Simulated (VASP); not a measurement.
Wanted: the native input for a VASP 6.6.1 run.

| Quantity | Value |
| --- | --- |
| Task | single point |
| Functional | PBE |
| Potentials or basis | VASP PAW PBE potentials, release 64 (Pd) |
| Cutoff | 520 eV |
| k mesh | 24 × 24 × 24 |
| Occupations | gaussian, width 0.15 eV |
| Spin | no spin polarisation |
| Dipole correction | no |
| Further INCAR settings | ALGO = Fast; EDIFF = 1e-06; NBANDS = 11 |

The structure of Pd lies in POSCAR:

```
Pd
1.0
    0.2440294630      2.0742504356      2.0742504356
    2.0742504356      0.2440294630      2.0742504356
    2.0742504356      2.0742504356      0.2440294630
Pd
1
Direct
    0.0000000000      0.0000000000      0.0000000000
```

This cell differs from its parent crystal: ratio of the length along [111] to the lengths across it x 1.2, volume and fractional coordinates fixed.

These files were run (other wordings do the same):

INCAR

```
SYSTEM = Pd
PREC = Accurate ; ENCUT = 520
EDIFF = 1E-6 ; ISMEAR = 0
SIGMA = 0.15 ; LREAL = .False.
LASPH = .True. ; NELM = 60
ALGO = Fast ; ISIF = 2
LWAVE = .False. ; LCHARG = .True.
GGA = PE ; LELF = .True.
LVHAR = .True. ; NBANDS = 11
```

KPOINTS

```
Automatic mesh
0
Gamma
  24 24 24
  0 0 0
```

Potentials or basis: VASP PAW PBE potentials, release 64 (Pd).

Run with:

```sh
$ cat potpaw_PBE.64/Pd/POTCAR > POTCAR
$ mpirun -np 1 vasp_std > vasp.out
```

It gave:

```json
{
  "Pressure": "15.4 GPa",
  "Band gap on the k mesh": "zero (bands 5 and 6 overlap by 1.80 eV)"
}
```

Caveat: the cell stands under pressure.

Run time: 4.1 min on 1 thread of Intel Xeon 8259CL, with other jobs on the host, peak memory 0.33 GiB.
